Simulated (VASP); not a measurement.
# Ti3Al (Fm-3m) in VASP: a series of runs

Ti3Al is run at these levels: PBEsol; tasks: single point.

All numbers are computed with VASP 6.6.1; they aren't measurements. Logs are shortened: lines on timing, memory, paths and dates and some standing lists are left out, and cuts for length are marked.

### Step 1. The cell of the first run

The structure is cubic, space group Fm-3m (No. 225). Conventional cell: a = 6.875 Å, b = 6.875 Å, c = 6.875 Å, α = 90.00°, β = 90.00°, γ = 90.00°. Within 3.9 Å of Ti (site symmetry -43m) lie 10 Ti at 2.98 to 3.44 Å and 4 Al at 2.98 Å. Within 3.9 Å of Ti (site symmetry m-3m) lie 8 Ti at 2.98 Å and 6 Al at 3.44 Å. Al (site symmetry m-3m) has 14 Ti at 2.98 to 3.44 Å within 3.9 Å.

### Step 2. Single point, PBEsol, collinear spin (20.31 Å³/atom)

Contents of INCAR:

```
SYSTEM = Ti3Al
PREC = Accurate
ENCUT = 520
EDIFF = 1E-6
ISMEAR = 0
SIGMA = 0.15
LREAL = .False.
LASPH = .True.
NELM = 150
ALGO = Normal
ISIF = 2
LWAVE = .False.
LCHARG = .False.
ISPIN = 2
MAGMOM = 0.4 0.4 0.4 0
LORBIT = 11
NUPDOWN = 1.2
LMAXMIX = 4
GGA = PS
NBANDS = 32
```

Contents of KPOINTS:

```
Automatic mesh
0
Gamma
  12 12 12
  0 0 0
```

Contents of POSCAR:

```
Ti3Al
1.0
    0.0000000000      3.4375311292      3.4375311292
    3.4375311292      0.0000000000      3.4375311292
    3.4375311292      3.4375311292      0.0000000000
Ti Al
3 1
Direct
    0.7500000000      0.7500000000      0.7500000000
    0.2500000000      0.2500000000      0.2500000000
    0.0000000000      0.0000000000      0.0000000000
    0.5000000000      0.5000000000      0.5000000000
```

Potentials or basis: VASP PAW PBE potentials, release 64 (Ti_sv, Al).

Started as:

```sh
> cat potpaw_PBE.64/Ti_sv/POTCAR potpaw_PBE.64/Al/POTCAR > POTCAR
> mpirun -np 1 vasp_std > vasp.out
```

OUTCAR:

```text
SYSTEM = Ti3Al
   PREC = Accurate
   ENCUT = 520
   EDIFF = 1E-6
   ISMEAR = 0
   LREAL = .False.
   LASPH = .True.
   NELM = 150
   ISIF = 2
   ISPIN = 2
   LORBIT = 11
   NUPDOWN = 1.2
   GGA = PS

 ion  position               nearest neighbor table
   1  0.750  0.750  0.750-   4 2.98   4 2.98   4 2.98   4 2.98
   2  0.250  0.250  0.250-   4 2.98   4 2.98   4 2.98   4 2.98
   3  0.000  0.000  0.000-
   4  0.500  0.500  0.500-   2 2.98   2 2.98   2 2.98   1 2.98   2 2.98   1 2.98   1 2.98   1 2.98

  LATTYP: Found a face centered cubic cell.
 ALAT       =     6.8750622584

  Lattice vectors:

 A1 = (   0.0000000000,   3.4375311292,   3.4375311292)
 A2 = (   3.4375311292,   0.0000000000,   3.4375311292)
 A3 = (   3.4375311292,   3.4375311292,   0.0000000000)

Analysis of symmetry for initial positions (statically):
=====================================================================
 Subroutine PRICEL returns:
 Original cell was already a primitive cell.

 Routine SETGRP: Setting up the symmetry group for a
 face centered cubic supercell.

 Subroutine GETGRP returns: Found 48 space group operations
 (whereof 48 operations were pure point group operations)
 out of a pool of 48 trial point group operations.

The static configuration has the point symmetry O_h .

Analysis of symmetry for dynamics (positions and initial velocities):
=====================================================================
 Subroutine PRICEL returns:
 Original cell was already a primitive cell.

 Routine SETGRP: Setting up the symmetry group for a
 face centered cubic supercell.

 Subroutine GETGRP returns: Found 48 space group operations
 (whereof 48 operations were pure point group operations)
 out of a pool of 48 trial point group operations.

The dynamic configuration has the point symmetry O_h .

Analysis of structural, dynamic, and magnetic symmetry:
=====================================================================
 Subroutine PRICEL returns:
 Original cell was already a primitive cell.

 Routine SETGRP: Setting up the symmetry group for a
 face centered cubic supercell.

 Subroutine GETGRP returns: Found 48 space group operations
 (whereof 48 operations were pure point group operations)
 out of a pool of 48 trial point group operations.

The overall configuration has the point symmetry O_h .

 Subroutine INISYM returns: Found 48 space group operations
 (whereof 48 operations are pure point group operations),
 and found     1 'primitive' translations

----------------------------------------------------------------------------------------

                                     Primitive cell

  volume of cell :      81.2400

  direct lattice vectors                    reciprocal lattice vectors
     0.000000000  3.437531129  3.437531129    -0.145453228  0.145453228  0.145453228
     3.437531129  0.000000000  3.437531129     0.145453228 -0.145453228  0.145453228
     3.437531129  3.437531129  0.000000000     0.145453228  0.145453228 -0.145453228

  length of vectors
     4.861403144  4.861403144  4.861403144     0.251932381  0.251932381  0.251932381

  position of ions in fractional coordinates (direct lattice)
     0.750000000  0.750000000  0.750000000
     0.250000000  0.250000000  0.250000000
     0.000000000  0.000000000  0.000000000
     0.500000000  0.500000000  0.500000000

  ion indices of the primitive-cell ions
   primitive index   ion index
                 1           1
                 2           2
                 3           3
                 4           4

----------------------------------------------------------------------------------------

 KPOINTS: Automatic mesh

Automatic generation of k-mesh.
 Grid dimensions read from file:
 generate k-points for:   12   12   12

 Generating k-lattice:

  Cartesian coordinates                     Fractional coordinates (reciprocal lattice)
    -0.012121102  0.012121102  0.012121102     0.083333333  0.000000000  0.000000000
     0.012121102 -0.012121102  0.012121102     0.000000000  0.083333333  0.000000000
     0.012121102  0.012121102 -0.012121102     0.000000000  0.000000000  0.083333333

  Length of vectors
     0.020994365  0.020994365  0.020994365

  Shift w.r.t. Gamma in fractional coordinates (k-lattice)
     0.000000000  0.000000000  0.000000000

 Subroutine IBZKPT returns following result:
 ===========================================

 Found     72 irreducible k-points:

 Following reciprocal coordinates:
            Coordinates               Weight
  0.000000  0.000000  0.000000      1.000000
  0.083333  0.000000  0.000000      8.000000
  0.166667  0.000000  0.000000      8.000000
  0.250000  0.000000  0.000000      8.000000
  0.333333  0.000000  0.000000      8.000000
  0.416667  0.000000  0.000000      8.000000
[... 16 lines left out ...]
  0.500000  0.166667  0.000000     24.000000
 -0.416667  0.166667  0.000000     24.000000
 [... further k-points ...]
   k-points           NKPTS =     72   k-points in BZ     NKDIM =     72   number of bands    NBANDS=     32
   number of dos      NEDOS =    301   number of ions     NIONS =      4
   total plane-waves  NPLWV =  46656
   dimension x,y,z NGX =    36 NGY =   36 NGZ =   36
   dimension x,y,z NGXF=    72 NGYF=   72 NGZF=   72
   ions per type =               3   1
   NGX,Y,Z   is equivalent  to a cutoff of  12.31, 12.31, 12.31 a.u.
   NGXF,Y,Z  is equivalent  to a cutoff of  24.62, 24.62, 24.62 a.u.
 SYSTEM =  Ti3Al
   PREC   = accura    normal or accurate (medium, high low for compatibility)
   ISTART =      0    job   : 0-new  1-cont  2-samecut
   ICHARG =      2    charge: 1-file 2-atom 10-const
   ISPIN  =      2    spin polarized calculation?
   LNONCOLLINEAR =      F non collinear calculations
   LSORBIT =      F    spin-orbit coupling
   LASPH  =      T    aspherical Exc in radial PAW
   ENCUT  =  520.0 eV  38.22 Ry    6.18 a.u.   9.04  9.04  9.04*2*pi/ulx,y,z
   NELM   =    150;   NELMIN=  2; NELMDL= -5     # of ELM steps
   EDIFF  = 0.1E-05   stopping-criterion for ELM
   LREAL  =      F    real-space projection
[... 7 lines left out ...]
   TEBEG  =    0.0;   TEEND  =   0.0 temperature during run
   PSTRESS=    0.0 pullay stress
   NELECT =      39.0000    total number of electrons
   NUPDOWN=       1.2000    fix difference up-down
   EMIN   =  10.00;   EMAX   =-10.00  energy-range for DOS
   EFERMI =   0.00;   METHOD = LEGACY
   ISMEAR =     0;   SIGMA  =   0.15  broadening in eV -4-tet -1-fermi 0-gaus
   EFERMI_NEDOS =   21; number of points for ismear=-14 and -15
   IALGO  =     38    algorithm
   IMIX   =      4    mixing-type and parameters
     AMIX     =   0.40;   BMIX     =  1.00
     AMIX_MAG =   1.60;   BMIX_MAG =  1.00
  volume/ion in A,a.u.               =      20.31       137.06
  Fermi-wavevector in a.u.,A,eV,Ry     =   1.281857  2.422359 22.356529  1.643158
  Thomas-Fermi vector in A             =   2.414203
   LORBIT       =     11    0 simple, 1 ext, 2 COOP (PROOUT), +10 PAW based schemes
   GGA     = PS    functional components
   LHFCALC =     F    Hartree Fock is set to
   AEXX    =    0.0000 exact exchange contribution
   IVDW    =     0    specifies the selected vdW correction
   LEPSILON=     F    determine dielectric tensor
   LRPA    =     F    only Hartree local field effects (RPA)
 spin polarized calculation
 Gauss-broadening in eV      SIGMA  =   0.15
  energy-cutoff  :      520.00
  volume of cell :       81.24
 maximum number of plane-waves:      2208
   NGX = 19   NGY = 19   NGZ = 19

 number of electron      38.9999982 magnetization       1.1999999

 Free energy of the ion-electron system (eV)
  ---------------------------------------------------
  ext. energy  EPLUGINS =         0.00000000
  ---------------------------------------------------
  free energy    TOTEN  =       -28.69382651 eV

  energy without entropy =      -28.61759958  energy(sigma->0) =      -28.65571305

 E-fermi :   6.3067     XC(G=0): -10.5488

 val. band max:        6.3035332406   @ k =  -0.3333   0.1667   0.0000
 cond. band min:       6.1690717945   @ k =   0.4167   0.1667   0.0000
 fundamental gap:     -0.1344614461
 Fermi energy:         6.1630976681

 spin component 1

 k-point     1 :       0.0000    0.0000    0.0000
  band No.  band energies     occupation
      1     -50.5998      1.00000
      2     -50.5379      1.00000
      3     -50.5131      1.00000
      4     -26.9885      1.00000
      5     -26.9885      1.00000
      6     -26.9885      1.00000
[... 23 lines left out ...]
     30      10.9031      0.00000
     31      10.9031      0.00000
[... 751 lines left out ...]
      1     -50.5726      1.00000
      2     -50.5449      1.00000
      3     -50.5333      1.00000
      4     -27.0273      1.00000
      5     -27.0202      1.00000
      6     -26.9975      1.00000
[... 23 lines left out ...]
     30       9.6291      0.00000
     31       9.8819      0.00000

 [... further k-points ...]

 spin component 2

 k-point     1 :       0.0000    0.0000    0.0000
  band No.  band energies     occupation
      1     -50.5289      1.00000
      2     -50.5121      1.00000
      3     -49.7839      1.00000
      4     -26.8782      1.00000
      5     -26.8782      1.00000
      6     -26.8782      1.00000
[... 23 lines left out ...]
     30      11.0008      0.00000
     31      11.0008      0.00000
[... 751 lines left out ...]
      1     -50.5201      1.00000
      2     -50.5189      1.00000
      3     -49.7860      1.00000
      4     -26.8902      1.00000
      5     -26.8805      1.00000
      6     -26.8680      1.00000
[... 23 lines left out ...]
     30       9.8529      0.00000
     31      10.0417      0.00000

 [... further k-points ...]

 [bands above 31 left out]

------------------------ aborting loop because EDIFF is reached ----------------------------------------

  FORCE on cell =-STRESS in cart. coord.  units (eV):
  Direction    XX          YY          ZZ          XY          YZ          ZX
  --------------------------------------------------------------------------------------
  -------------------------------------------------------------------------------------
  Total       -8.7758341     -8.7758341     -8.7758341      0.0000000      0.0000000      0.0000000
  in kB     -173.0728998   -173.0728998   -173.0728998      0.0000000      0.0000000      0.0000000
  external PRESSURE =    -173.0728998 kB  Pullay stress =       0.0000000 kB

 VOLUME and BASIS-vectors are now :
 -----------------------------------------------------------------------------
  energy-cutoff  :      520.00
  volume of cell :       81.24
      direct lattice vectors                 reciprocal lattice vectors
     0.000000000  3.437531129  3.437531129    -0.145453228  0.145453228  0.145453228
     3.437531129  0.000000000  3.437531129     0.145453228 -0.145453228  0.145453228
     3.437531129  3.437531129  0.000000000     0.145453228  0.145453228 -0.145453228

 POSITION                                       TOTAL-FORCE (eV/Angst)
 -----------------------------------------------------------------------------------
      5.15630      5.15630      5.15630         0.000000      0.000000      0.000000
      1.71877      1.71877      1.71877        -0.000000     -0.000000     -0.000000
      0.00000      0.00000      0.00000         0.000000     -0.000000      0.000000
      3.43753      3.43753      3.43753         0.000000     -0.000000      0.000000
 -----------------------------------------------------------------------------------
    total drift:                                0.000000      0.000000      0.000000

  FREE ENERGIE OF THE ION-ELECTRON SYSTEM (eV)
  ---------------------------------------------------
  free  energy   TOTEN  =       -28.6938265124 eV

  energy  without entropy=      -28.6175995781  energy(sigma->0) =      -28.65571305

 total charge

# of ion       s       p       d       tot
------------------------------------------
    1        2.186   6.083   1.809  10.077
    2        2.186   6.083   1.809  10.077
    3        2.218   6.060   1.866  10.144
    4        0.394   0.348   0.000   0.742
--------------------------------------------------
tot          6.983  18.574   5.484  31.041

 magnetization (x)

# of ion       s       p       d       tot
------------------------------------------
    1       -0.000   0.014   0.024   0.037
    2       -0.000   0.014   0.024   0.037
    3        0.012   0.013   0.822   0.847
    4       -0.004  -0.011   0.000  -0.015
--------------------------------------------------
tot          0.008   0.030   0.869   0.907
```

Run time: 9 min. Hardware: 1 thread of Intel Xeon 8259CL, shared host; peak memory 0.42 GiB.

Results:

```
Free energy                                           : -28.6938 eV
Pressure                                              : -17.3 GPa
Net moment                                            : 1.20 μB per cell
Site moments                                          : Ti +0.04, +0.85 (each value once); Al -0.01 μB
Valence electrons inside the program's atomic spheres : Ti 10.08, 10.14 (each value once); Al 0.74
```

Caveat: the cell stands under tension; the PAW data sets were made with another functional, which shifts forces and pressure a little; the total moment is fixed, so each spin has its own Fermi level and the state may be an excited one.

### Step 3. Single point, PBEsol, collinear spin (17.26 Å³/atom)

This run uses another cell than the first one, of 17.26 Å³/atom.

Contents of INCAR:

```
SYSTEM = Ti3Al
ALGO = Normal
EDIFF = 1E-6
ENCUT = 520
GGA = PS
ISIF = 2
ISMEAR = 0
ISPIN = 2
LASPH = .True.
LCHARG = .False.
LMAXMIX = 4
LORBIT = 11
LREAL = .False.
LWAVE = .False.
MAGMOM = 0.9 0.9 0.9 0
NBANDS = 32
NELM = 150
NUPDOWN = 2.7
PREC = Accurate
SIGMA = 0.15
```

Contents of KPOINTS:

```
k-points
0
Gamma
  12 12 12
  0 0 0
```

Contents of POSCAR:

```
Ti3Al
1.0
    0.0000000000      3.2562326158      3.2562326158
    3.2562326158      0.0000000000      3.2562326158
    3.2562326158      3.2562326158      0.0000000000
Ti Al
3 1
Direct
    0.7500000000      0.7500000000      0.7500000000
    0.2500000000      0.2500000000      0.2500000000
    0.0000000000      0.0000000000      0.0000000000
    0.5000000000      0.5000000000      0.5000000000
```

Potentials or basis: VASP PAW PBE potentials, release 64 (Ti_sv, Al).

Started as:

```sh
> cat potpaw_PBE.64/Ti_sv/POTCAR potpaw_PBE.64/Al/POTCAR > POTCAR
> mpirun -np 1 vasp_std > vasp.out
```

Run time: 2.7 min. Hardware: 1 thread of Intel Xeon 6975P-C (Granite Rapids), shared host; peak memory 0.39 GiB.

It converged, with:

* Free energy: -29.6559 eV
* Pressure: -5.6 GPa
* Net moment: 2.70 μB per cell
* Site moments: Ti +0.45, +1.09 (each value once); Al -0.02 μB
* Valence electrons inside the program's atomic spheres: Ti 10.22, 10.29 (each value once); Al 0.81

Caveat: the cell stands under tension; the PAW data sets were made with another functional, which shifts forces and pressure a little; the total moment is fixed, so each spin has its own Fermi level and the state may be an excited one.

### Step 4. Single point, PBEsol, collinear spin (17.26 Å³/atom)

This run uses another cell than the first one, of 17.26 Å³/atom.

Contents of INCAR:

```
  PREC = Accurate
  ENCUT = 520
  EDIFF = 1E-6
  ISMEAR = 0
  SIGMA = 0.15
  LREAL = False
  LASPH = True
  NELM = 150
  ALGO = Normal
  ISIF = 2
  LWAVE = False
  LCHARG = False
  ISPIN = 2
  MAGMOM = 0.5 0.5 0.5 0
  LORBIT = 11
  NUPDOWN = 1.5
  LMAXMIX = 4
  GGA = PS
  NBANDS = 32
```

Contents of KPOINTS:

```
Automatic mesh
0
Gamma
  12 12 12
```

POSCAR is that of step 3.

Started as:

```sh
> cat potpaw_PBE.64/Ti_sv/POTCAR potpaw_PBE.64/Al/POTCAR > POTCAR
> mpirun -np 1 vasp_std > vasp.out
```

It took 2.5 min on 1 thread of Intel Xeon 6975P-C (Granite Rapids), shared host; peak memory 0.39 GiB.

The run converged. Its results:

```
Free energy                                           : -29.6745 eV
Pressure                                              : -6.5 GPa
Net moment                                            : 1.50 μB per cell
Site moments                                          : Ti +0.15, +0.84 (each value once); Al -0.02 μB
Valence electrons inside the program's atomic spheres : Ti 10.22, 10.29 (each value once); Al 0.81
```

Caveat: the cell stands under tension; the PAW data sets were made with another functional, which shifts forces and pressure a little; the total moment is fixed, so each spin has its own Fermi level and the state may be an excited one.

### Step 5. Single point, PBEsol, collinear spin (19.29 Å³/atom)

This run uses another cell than the first one, of 19.29 Å³/atom.

Contents of INCAR:

```
SYSTEM = Ti3Al
PREC = Accurate
ENCUT = 520
EDIFF = 1E-6
ISMEAR = 0
SIGMA = 0.15
LREAL = .FALSE.
LASPH = .TRUE.
NELM = 150
ALGO = Fast
ISIF = 2
LWAVE = .FALSE.
LCHARG = .TRUE.
ISPIN = 2
MAGMOM = 0.8 0.8 0.8 0
LORBIT = 11
NUPDOWN = 2.4
LMAXMIX = 4
GGA = PS
LELF = .TRUE.
LVHAR = .TRUE.
NBANDS = 32
```

Contents of KPOINTS:

```
Automatic mesh
0
G
  12 12 12
  0 0 0
```

Contents of POSCAR:

```
Ti3Al
1.0
    0.0000000000      3.3792274415      3.3792274415
    3.3792274415      0.0000000000      3.3792274415
    3.3792274415      3.3792274415      0.0000000000
Ti Al
3 1
Direct
    0.7500000000      0.7500000000      0.7500000000
    0.2500000000      0.2500000000      0.2500000000
    0.0000000000      0.0000000000      0.0000000000
    0.5000000000      0.5000000000      0.5000000000
```

Started as:

```sh
> cat potpaw_PBE.64/Ti_sv/POTCAR potpaw_PBE.64/Al/POTCAR > POTCAR
> mpirun -np 1 vasp_std > vasp.out
```

It took 36 min on 1 thread of Intel Xeon 8259CL, shared host; peak memory 0.42 GiB.

Results (log left out):

| Quantity | Value |
| --- | --- |
| Free energy | -29.1451 eV |
| Pressure | -14.2 GPa |
| Net moment | 2.40 μB per cell |
| Site moments | Ti +0.34, +1.08 (each value once); Al -0.03 μB |
| Valence electrons inside the program's atomic spheres | Ti 10.12, 10.19 (each value once); Al 0.76 |

Caveat: the cell stands under tension; the PAW data sets were made with another functional, which shifts forces and pressure a little; the total moment is fixed, so each spin has its own Fermi level and the state may be an excited one.

### Step 6. The runs side by side

```csv
fixed moment (μB),cell,pressure (GPa),moment (μB)
1.2,"a = 4.861 Å, angles 60.0°, 4 atoms",-17.3,1.20
2.7,"a = 4.605 Å, angles 60.0°, 4 atoms",-5.6,2.70
1.5,"a = 4.605 Å, angles 60.0°, 4 atoms",-6.5,1.50
2.4,"a = 4.779 Å, angles 60.0°, 4 atoms",-14.2,2.40
```

Alike in all rows: task single point; level PBEsol; potentials or basis VASP PAW PBE potentials, release 64 (Ti_sv, Al); spin collinear; k mesh 12 × 12 × 12; cutoff (eV) 520; smearing gaussian 0.15 eV.

Caveats: the cell stands under tension; the PAW data sets were made with another functional, which shifts forces and pressure a little; the total moment is fixed, so each spin has its own Fermi level and the state may be an excited one.

Absolute energies hang on the potentials; compare differences alone.
